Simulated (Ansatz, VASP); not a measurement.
**Si2B5: VASP beside Ansatz**

File INCAR:

```
SYSTEM = Si2B5
ALGO = Normal
EDIFF = 1E-6
ENCUT = 500
GGA = PE
GGA_COMPAT = .False.
ISIF = 2
ISMEAR = 0
LASPH = .True.
LCHARG = .True.
LELF = .True.
LREAL = .False.
LVHAR = .True.
LWAVE = .False.
NBANDS = 20
NELM = 120
PREC = Accurate
SIGMA = 0.1
```

KPOINTS

```
k-points
0
Gamma
  6 6 4
  0 0 0
```

File POSCAR:

```
Si2B5
1.0
    3.3473493700      0.0000000000      0.0000000000
   -1.6736746800      2.8988895900      0.0000000000
    0.0000000000      0.0000000000      6.2142085900
Si B
2 5
Direct
    0.0000000000      0.0000000000      0.3576001600
    0.0000000000      0.0000000000      0.6423998400
    0.5000000000      0.0000000000      0.5000000000
    0.0000000000      0.5000000000      0.5000000000
    0.5000000000      0.5000000000      0.5000000000
    0.0000000000      0.0000000000      0.9191265600
    0.0000000000      0.0000000000      0.0808734400
```

Input for Ansatz:

```yaml
crystal:
  lattice:
    - [3.34734937, 0.0, 0.0]
    - [-1.67367468, 2.89888959, 0.0]
    - [0.0, 0.0, 6.21420859]
  atoms:
    - { symbol: Si, position: [0.0, 0.0, 0.35760016] }
    - { symbol: Si, position: [0.0, 0.0, 0.64239984] }
    - { symbol: B, position: [0.5, 0.0, 0.5] }
    - { symbol: B, position: [0.0, 0.5, 0.5] }
    - { symbol: B, position: [0.5, 0.5, 0.5] }
    - { symbol: B, position: [0.0, 0.0, 0.91912656] }
    - { symbol: B, position: [0.0, 0.0, 0.08087344] }
basis:
  ecutwfc: 420
kpoints:
  mp_grid: { grid: [6, 6, 4] }
hamiltonian:
  xc: pbe
scf:
  occupations: { method: gaussian, width: 0.1 }
  lower_state_search: "off"
output:
  forces: true
  stress: true
  eigenvalues: true
```

Alike in both runs: task single point; functional PBE; k mesh 6 × 6 × 4; occupations gaussian, width 0.1 eV; no spin polarisation.

|  | VASP | Ansatz |
| --- | --- | --- |
| version | VASP 6.6.1 | Ansatz 0.2.0 |
| potentials or method | VASP PAW PBE potentials, release 64 (Si, B), cutoff 500 eV | scalar-relativistic, plane waves, PAW |
| valence electrons in the cell | 23 | 23 |

|  | VASP | Ansatz | Ansatz less VASP |
| --- | --- | --- | --- |
| gap on the k mesh at the Fermi level (eV) | none | none | - |
| rms of the force components (eV/Å) | 17.710 | 17.187 | -0.5224 |

Atom by atom the forces differ by 0.578 eV/Å (rms over components). A gap of «none» marks a metal or a gap that the smearing closes.

The k mesh is coarse, so the values compare programs but aren't converged.
